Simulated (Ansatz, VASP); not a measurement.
Ga: VASP beside Ansatz

The input INCAR:

```
SYSTEM = Ga
ALGO = Fast
EDIFF = 1E-6
ENCUT = 520
ISIF = 2
ISMEAR = -1
LASPH = .True.
LCHARG = .False.
LREAL = .False.
LWAVE = .False.
NBANDS = 20
NELM = 60
PREC = Accurate
SIGMA = 0.05
```

Contents of KPOINTS:

```
k-points
0
Gamma
  10 8 7
  0 0 0
```

Contents of POSCAR:

```
Ga
1.0
    2.8329147839      0.0000000000      0.0000000000
    0.0000000000      3.3459704005      0.0000000000
   -1.3697795742      0.0000000000      4.0685336955
Ga
2
Direct
    0.1345962700      0.7500000000      0.7701668300
    0.8654037300      0.2500000000      0.2298331700
```

Contents of input.yaml:

```yaml
crystal:
  lattice:
    - [2.8329147839, 0.0, 0.0]
    - [0.0, 3.3459704005, 0.0]
    - [-1.3697795742, 0.0, 4.0685336955]
  atoms:
    - { symbol: Ga, position: [0.13459627, 0.75, 0.77016683] }
    - { symbol: Ga, position: [0.86540373, 0.25, 0.22983317] }
kpoints:
  mp_grid: { grid: [10, 8, 7] }
scf:
  occupations: { method: fermi_dirac, width: 0.05 }
hamiltonian:
  xc: lda
  pseudopotentials: { kind: all_electron, lapw: { basis_error: 0.001 } }
output:
  forces: true
  stress: true
  eigenvalues: true
```

Change from the starting cell: volume scaled by 1.06.

Alike in both runs: task single point; functional LDA; k mesh 10 × 8 × 7; occupations fermi-dirac, width 0.05 eV; no spin polarisation.

|  | VASP | Ansatz |
| --- | --- | --- |
| version | VASP 6.6.1 | Ansatz 0.2.0 |
| potentials or method | VASP PAW LDA potentials, release 64 (Ga_d), cutoff 520 eV | all-electron LAPW, scalar-relativistic |

|  | VASP | Ansatz | Ansatz less VASP |
| --- | --- | --- | --- |
| gap on the k mesh at the Fermi level (eV) | none | none | - |
| pressure (GPa) | -5.4 | -5.4 | -0.05 |
| traceless stress, the component that is largest in VASP (GPa) | -0.89 | -0.89 | +0.004 |
| rms of the force components (eV/Å) | 0.025 | 0.025 | +0.0002 |

LDA's correlation is that of Perdew and Zunger in VASP and of Perdew and Wang (1992) in Ansatz. Atom by atom the forces differ by 0.000 eV/Å (rms over components). A gap of «none» marks a metal or a gap that the smearing closes. Ansatz ran all-electron here, and VASP with PAW potentials.
